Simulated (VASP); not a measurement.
# C (P-1) in VASP: notebook

Runs on C. Level: PBEsol+D3(BJ). Tasks: single point.

All numbers are computed with VASP 6.6.1; they aren't measurements. Logs are shortened: lines on timing, memory, paths and dates and some standing lists are left out, and cuts for length are marked.

### Step 1. The cell of the first run

The typed cell holds 2 atoms: a = 2.458 Å, b = 2.458 Å, c = 3.529 Å, α = 90.00°, β = 90.00°, γ = 120.00°.

### Step 2. Single point, PBEsol+D3(BJ) (atoms displaced along several vibrational modes)

INCAR

```
SYSTEM = C
  PREC = Accurate
  ENCUT = 520
  EDIFF = 1E-7
  ISMEAR = 0
  SIGMA = 0.15
  LREAL = .FALSE.
  LASPH = .TRUE.
  NELM = 60
  ALGO = Normal
  ISIF = 2
  LWAVE = .FALSE.
  LCHARG = .TRUE.
  GGA = PS
  IVDW = 12
  LELF = .TRUE.
  LVHAR = .TRUE.
  NBANDS = 11
```

KPOINTS

```
Automatic mesh
0
G
  21 21 12
  0 0 0
```

POSCAR

```
C
1.0
    2.4576582469      0.0000000000      0.0000000000
   -1.2288291235      2.1283944757      0.0000000000
    0.0000000000      0.0000000000      3.5294822413
C
2
Direct
    0.3089198495      0.6666666667     -0.0177646453
    0.6910801505      0.3333333333      0.0177646453
```

Potentials or basis: VASP PAW PBE potentials, release 64 (C).

Started as:

```sh
$ cat potpaw_PBE.64/C/POTCAR > POTCAR
$ mpirun -np 1 vasp_std > vasp.out
```

OUTCAR:

```text
SYSTEM = C
   PREC = Accurate
   ENCUT = 520
   EDIFF = 1E-7
   ISMEAR = 0
   LREAL = .FALSE.
   LASPH = .TRUE.
   NELM = 60
   ISIF = 2
   GGA = PS
   IVDW = 12
 IVDW          = 12

 ion  position               nearest neighbor table
   1  0.309  0.667  0.982-   2 1.32   2 1.43   2 1.53
   2  0.691  0.333  0.018-   1 1.32   1 1.43   1 1.53

  LATTYP: Found a hexagonal cell.
 ALAT       =     2.4576582469
 C/A-ratio  =     1.4361159635

  Lattice vectors:

 A1 = (   2.4576582469,   0.0000000000,   0.0000000000)
 A2 = (  -1.2288291235,   2.1283944757,   0.0000000000)
 A3 = (   0.0000000000,   0.0000000000,   3.5294822413)

Analysis of symmetry for initial positions (statically):
=====================================================================
 Subroutine PRICEL returns:
 Original cell was already a primitive cell.

 Routine SETGRP: Setting up the symmetry group for a
 hexagonal supercell.

 Subroutine GETGRP returns: Found  2 space group operations
 (whereof  2 operations were pure point group operations)
 out of a pool of 24 trial point group operations.

The static configuration has the point symmetry S_2 .

Analysis of symmetry for dynamics (positions and initial velocities):
=====================================================================
 Subroutine PRICEL returns:
 Original cell was already a primitive cell.

 Routine SETGRP: Setting up the symmetry group for a
 hexagonal supercell.

 Subroutine GETGRP returns: Found  2 space group operations
 (whereof  2 operations were pure point group operations)
 out of a pool of 24 trial point group operations.

The dynamic configuration has the point symmetry S_2 .

 Subroutine INISYM returns: Found  2 space group operations
 (whereof  2 operations are pure point group operations),
 and found     1 'primitive' translations

----------------------------------------------------------------------------------------

                                     Primitive cell

  volume of cell :      18.4622

  direct lattice vectors                    reciprocal lattice vectors
     2.457658247  0.000000000  0.000000000     0.406891398  0.234918858  0.000000000
    -1.228829123  2.128394476  0.000000000     0.000000000  0.469837716  0.000000000
     0.000000000  0.000000000  3.529482241     0.000000000  0.000000000  0.283327676

  length of vectors
     2.457658247  2.457658247  3.529482241     0.469837716  0.469837716  0.283327676

  position of ions in fractional coordinates (direct lattice)
     0.308919850  0.666666667  0.982235355
     0.691080150  0.333333333  0.017764645

  ion indices of the primitive-cell ions
   primitive index   ion index
                 1           1
                 2           2

----------------------------------------------------------------------------------------

 KPOINTS: Automatic mesh

Automatic generation of k-mesh.
 Grid dimensions read from file:
 generate k-points for:   21   21   12

 Generating k-lattice:

  Cartesian coordinates                     Fractional coordinates (reciprocal lattice)
     0.019375781  0.011186612  0.000000000     0.047619048  0.000000000  0.000000000
     0.000000000  0.022373225  0.000000000     0.000000000  0.047619048  0.000000000
     0.000000000  0.000000000  0.023610640     0.000000000  0.000000000  0.083333333

  Length of vectors
     0.022373225  0.022373225  0.023610640

  Shift w.r.t. Gamma in fractional coordinates (k-lattice)
     0.000000000  0.000000000  0.000000000

 Subroutine IBZKPT returns following result:
 ===========================================

 Found   2647 irreducible k-points:

 Following reciprocal coordinates:
            Coordinates               Weight
  0.000000  0.000000  0.000000      1.000000
  0.047619  0.000000  0.000000      2.000000
  0.000000  0.047619  0.000000      2.000000
 -0.047619  0.047619  0.000000      2.000000
  0.095238 -0.000000  0.000000      2.000000
  0.000000  0.095238  0.000000      2.000000
[... 16 lines left out ...]
  0.380952 -0.000000  0.000000      2.000000
  0.000000  0.380952  0.000000      2.000000
 [... further k-points ...]
   k-points           NKPTS =   2647   k-points in BZ     NKDIM =   2647   number of bands    NBANDS=     11
   number of dos      NEDOS =    301   number of ions     NIONS =      2
   total plane-waves  NPLWV =   9072
   dimension x,y,z NGX =    18 NGY =   18 NGZ =   28
   dimension x,y,z NGXF=    36 NGYF=   36 NGZF=   56
   ions per type =               2
   NGX,Y,Z   is equivalent  to a cutoff of  12.18, 12.18, 13.19 a.u.
   NGXF,Y,Z  is equivalent  to a cutoff of  24.35, 24.35, 26.38 a.u.
 SYSTEM =  C
   PREC   = accura    normal or accurate (medium, high low for compatibility)
   ISTART =      0    job   : 0-new  1-cont  2-samecut
   ICHARG =      2    charge: 1-file 2-atom 10-const
   ISPIN  =      1    spin polarized calculation?
   LNONCOLLINEAR =      F non collinear calculations
   LSORBIT =      F    spin-orbit coupling
   LASPH  =      T    aspherical Exc in radial PAW
   ENCUT  =  520.0 eV  38.22 Ry    6.18 a.u.   4.57  4.57  6.56*2*pi/ulx,y,z
   NELM   =     60;   NELMIN=  2; NELMDL= -5     # of ELM steps
   EDIFF  = 0.1E-06   stopping-criterion for ELM
   LREAL  =      F    real-space projection
   EDIFFG = 0.1E-05   stopping-criterion for IOM
   NSW    =      0    number of steps for IOM
   IBRION =     -1    ionic relax: 0-MD 1-quasi-New 2-CG
   NFREE  =      0    steps in history (QN), initial steepest desc. (CG)
   ISIF   =      2    stress and relaxation
   ISYM   =      2    0-nonsym 1-usesym 2-fastsym
   POTIM  = 0.5000    time-step for ionic-motion
   TEBEG  =    0.0;   TEEND  =   0.0 temperature during run
   PSTRESS=    0.0 pullay stress
   NELECT =       8.0000    total number of electrons
   NUPDOWN=      -1.0000    fix difference up-down
   EMIN   =  10.00;   EMAX   =-10.00  energy-range for DOS
   EFERMI =   0.00;   METHOD = LEGACY
   ISMEAR =     0;   SIGMA  =   0.15  broadening in eV -4-tet -1-fermi 0-gaus
   EFERMI_NEDOS =   21; number of points for ismear=-14 and -15
   IALGO  =     38    algorithm
   IMIX   =      4    mixing-type and parameters
     AMIX     =   0.40;   BMIX     =  1.00
     AMIX_MAG =   1.60;   BMIX_MAG =  1.00
  volume/ion in A,a.u.               =       9.23        62.29
  Fermi-wavevector in a.u.,A,eV,Ry     =   1.238825  2.341040 20.880689  1.534687
  Thomas-Fermi vector in A             =   2.373334
   LORBIT       =      0    0 simple, 1 ext, 2 COOP (PROOUT), +10 PAW based schemes
   GGA     = PS    functional components
   LHFCALC =     F    Hartree Fock is set to
   AEXX    =    0.0000 exact exchange contribution
   IVDW    =    12    specifies the selected vdW correction
   LEPSILON=     F    determine dielectric tensor
   LRPA    =     F    only Hartree local field effects (RPA)
 non-spin polarized calculation
 Gauss-broadening in eV      SIGMA  =   0.15
  energy-cutoff  :      520.00
  volume of cell :       18.46
 maximum number of plane-waves:       510
   NGX =  9   NGY =  9   NGZ = 13

 number of electron       7.9999999 magnetization

 Free energy of the ion-electron system (eV)
  ---------------------------------------------------
  ext. energy  EPLUGINS =         0.00000000
  ---------------------------------------------------
  free energy    TOTEN  =       -18.75751946 eV

  energy without entropy =      -18.75687901  energy(sigma->0) =      -18.75719924

 E-fermi :   4.0225     XC(G=0): -10.2068

 val. band max:        3.9494229695   @ k =  -0.3810  -0.2381   0.1667
 cond. band min:       4.0430393010   @ k =   0.4286   0.1429   0.5000
 fundamental gap:      0.0936163315
 Fermi energy:         4.0224556572

 k-point     1 :       0.0000    0.0000    0.0000
  band No.  band energies     occupation
      1     -15.4019      2.00000
      2      -2.6533      2.00000
      3      -0.3165      2.00000
      4       3.2474      2.00000
      5       7.6125      0.00000
      6      10.2724      0.00000
      7      14.6902      0.00000
      8      16.2247      0.00000
      9      17.1126      0.00000
     10      26.1386      0.00000
     11      27.9815      0.00000

 k-point     2 :       0.0476    0.0000    0.0000
  band No.  band energies     occupation
      1     -15.3486      2.00000
      2      -2.5902      2.00000
      3      -0.4788      2.00000
      4       3.0434      2.00000
      5       7.6733      0.00000
      6      10.5453      0.00000
      7      14.6389      0.00000
      8      16.0305      0.00000
      9      17.2352      0.00000
     10      26.3288      0.00000
     11      27.9703      0.00000

 k-point     3 :       0.0000    0.0476    0.0000
  band No.  band energies     occupation
      1     -15.3480      2.00000
      2      -2.5918      2.00000
      3      -0.4565      2.00000
      4       3.0373      2.00000
      5       7.6727      0.00000
      6      10.3669      0.00000
      7      14.8951      0.00000
      8      16.0535      0.00000
      9      17.1687      0.00000
     10      26.3020      0.00000
     11      27.8700      0.00000

 k-point     4 :      -0.0476    0.0476    0.0000
  band No.  band energies     occupation
      1     -15.3472      2.00000
      2      -2.5939      2.00000
      3      -0.4039      2.00000
      4       2.9361      2.00000
      5       7.6677      0.00000
      6      10.4296      0.00000
      7      14.8998      0.00000
      8      16.0790      0.00000
      9      17.1611      0.00000
     10      26.2977      0.00000
     11      27.8089      0.00000
[... 239 lines left out ...]
 k-point    22 :      -0.3333    0.3333    0.0000
  band No.  band energies     occupation
      1     -12.7791      2.00000
      2      -4.8862      2.00000
      3      -2.1426      2.00000
      4       0.0350      2.00000
      5       9.5374      0.00000
      6      11.3841      0.00000
      7      11.9859      0.00000
      8      19.3639      0.00000
      9      21.8679      0.00000
     10      22.1195      0.00000
     11      24.6452      0.00000

 k-point    23 :       0.3810   -0.0000    0.0000
  band No.  band energies     occupation
      1     -12.0714      2.00000
      2      -7.0668      2.00000
      3      -1.0042      2.00000
      4       1.3071      2.00000
      5       7.5395      0.00000
      6      11.8887      0.00000
      7      12.3626      0.00000
      8      18.1344      0.00000
      9      20.9670      0.00000
     10      23.7898      0.00000
     11      26.8640      0.00000

 k-point    24 :       0.0000    0.3810    0.0000
  band No.  band energies     occupation
      1     -12.0402      2.00000
      2      -6.7530      2.00000
      3      -1.3979      2.00000
      4       1.0117      2.00000
      5       8.1959      0.00000
      6      10.9487      0.00000
      7      12.4331      0.00000
      8      18.3972      0.00000
      9      22.5098      0.00000
     10      22.8194      0.00000
     11      25.8473      0.00000

 [... further k-points ...]

------------------------ aborting loop because EDIFF is reached ----------------------------------------

 Edisp (eV)   -0.20953

 E8    (eV) :    -0.1018

  FORCE on cell =-STRESS in cart. coord.  units (eV):
  Direction    XX          YY          ZZ          XY          YZ          ZX
  --------------------------------------------------------------------------------------
  -------------------------------------------------------------------------------------
  Total       1.31861     0.97683    -0.27394     1.51505    -0.11958    -0.80386
  in kB     114.43059    84.77046   -23.77311   131.47756   -10.37710   -69.76025
  external pressure =       58.48 kB  Pullay stress =        0.00 kB

 VOLUME and BASIS-vectors are now :
 -----------------------------------------------------------------------------
  energy-cutoff  :      520.00
  volume of cell :       18.46
      direct lattice vectors                 reciprocal lattice vectors
     2.457658247  0.000000000  0.000000000     0.406891398  0.234918858  0.000000000
    -1.228829123  2.128394476  0.000000000     0.000000000  0.469837716  0.000000000
     0.000000000  0.000000000  3.529482241     0.000000000  0.000000000  0.283327676

 POSITION                                       TOTAL-FORCE (eV/Angst)
 -----------------------------------------------------------------------------------
     -0.06000      1.41893      3.46678         6.406058      0.951863      1.916577
      1.28883      0.70946      0.06270        -6.406058     -0.951863     -1.916577
 -----------------------------------------------------------------------------------
    total drift:                               -0.000000      0.000000      0.000000

  FREE ENERGIE OF THE ION-ELECTRON SYSTEM (eV)
  ---------------------------------------------------
  free  energy   TOTEN  =       -18.9670542871 eV

  energy  without entropy=      -18.9664138375  energy(sigma->0) =      -18.96673406
```

It took 5.6 min on 1 thread of Intel Xeon Platinum 8259CL at 2.50GHz (Skylake/Cascade Lake), shared host; peak memory 0.5 GiB.

Results:

| Quantity | Value |
| --- | --- |
| Free energy | -18.9671 eV |
| Pressure | 5.8 GPa |
| Largest force | 6.754 eV/Å |
| Band gap on the k mesh | zero (bands 4 and 5 overlap by 0.55 eV) |
| Dispersion energy per atom | -0.105 eV |

Forces in eV/Å, atoms in the order of the input:
```
C    6.406  0.952  1.917
C   -6.406 -0.952 -1.917
```

Caveat: the cell differs from its parent crystal (atoms displaced along several vibrational modes); the stress differs along the axes, from -2 to 11 GPa; the PAW data sets were made with another functional, which shifts forces and pressure a little.

(Continued in part 2 of 2.)

The gap in the log of VASP goes by the Fermi energy; the results here count the filled bands.